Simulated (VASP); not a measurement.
Crystal: As.

```
CELL_PARAMETERS angstrom
1.69936 -1.99147 0.00000
1.69936 1.99147 0.00000
0.00000 0.00000 3.59521
ATOMIC_POSITIONS crystal
As 0.00000 0.00000 0.00000
```

* Program: VASP 6.6.1
* Task: relaxation of cell and atoms
* Functional: PBE
* Potentials or basis: VASP PAW PBE potentials, release 64 (As)
* Cutoff: 600 eV
* k mesh: 6 × 6 × 6
* Occupations: gaussian, width 0.1 eV
* Spin: no spin polarisation

At the start: pressure -1.9 GPa; volume 24.33 Å³/atom.

**Question.** How do energy, volume and symmetry change on relaxing?

**Answer.** Over 15 steps the energy falls by 376.1 meV/atom and the volume is 20.66 Å³/atom (-15.1 %); space group P4/mmm (No. 123, to 0.05 Å).

Step by step:
```csv
step,energy change (eV),largest force (eV/Å),pressure (GPa),volume (Å³)
1,0.0000,0.0000,-1.95,24.33
2,-0.0894,0.0000,-0.40,23.26
3,-0.2614,0.0000,5.00,19.82
4,-0.2878,0.0000,4.14,19.71
5,-0.2893,0.0000,4.02,19.68
6,-0.3089,0.0000,2.89,19.90
7,-0.3483,0.0000,0.38,20.56
8,-0.3606,0.0000,-3.62,21.86
9,-0.3646,0.0000,-2.79,21.48
10,-0.3649,0.0000,-2.36,21.33
11,-0.3711,0.0000,-1.53,21.06
12,-0.3755,0.0000,-0.12,20.66
13,-0.3757,0.0000,0.24,20.57
14,-0.3759,0.0000,0.18,20.59
15,-0.3761,0.0000,-0.01,20.66
```

Final structure:
```
CELL_PARAMETERS angstrom
1.90588 -1.89292 0.00000
1.90588 1.89292 0.00000
0.00000 0.00000 2.86308
ATOMIC_POSITIONS crystal
As 0.00000 0.00000 0.00000
```

Caveat: the k points lie up to 0.39 Å⁻¹ apart in the final cell; the volume moved by over 15 % at a fixed basis, so the end points are rough.
